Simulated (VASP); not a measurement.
Crystal: TaVN2.

```
Ta V N
1.0
     3.07007    0.00000    0.00000
     0.00000    3.07007    0.00000
     0.00000    0.00000    4.32451
Ta V N
1 1 2
Direct
  0.00000 0.00000 0.00000
  0.50000 0.50000 0.50000
  0.50000 0.50000 0.00000
  0.00000 0.00000 0.50000
```

Base run:

- Program: VASP 6.6.1
- Functional: PBE
- Potentials or basis: VASP PAW PBE potentials, release 64 (Ta_pv, V_sv, N)
- Cutoff: 520 eV
- k mesh: 9 × 9 × 6
- Occupations: fermi-dirac, width 0.05 eV
- Spin: collinear spin, ferromagnetic start
- Starting moments: [0.0, 2.0, 0.0, 0.0] μB

Its results: pressure -5.7 GPa; net moment 1.23 μB per cell; site moments Ta -0.06; V +1.18; N +0.02 μB.

Task: After a change of settings the same cell gave: pressure -15.6 GPa; net moment 1.04 μB per cell; site moments Ta -0.05; V +0.98; N +0.01 μB. Which change was it?
A. functional from PBE to LDA; potentials or basis from VASP PAW PBE potentials, release 64 (Ta_pv, V_sv, N) to VASP PAW LDA potentials, release 64 (Ta_pv, V_sv, N)
B. functional from PBE to PBEsol; further incar settings from ALGO = Normal; EDIFF = 1e-06; NBANDS = 29 to ALGO = Normal; EDIFF = 1e-07; NBANDS = 29
C. functional from PBE to LDA; potentials or basis from VASP PAW PBE potentials, release 64 (Ta_pv, V_sv, N) to VASP PAW LDA potentials, release 64 (Ta_pv, V_sv, N); cutoff from 520 eV to 600 eV

Result: B.

Caveats: the PAW data sets were made with another functional, which shifts forces and pressure a little (some runs).
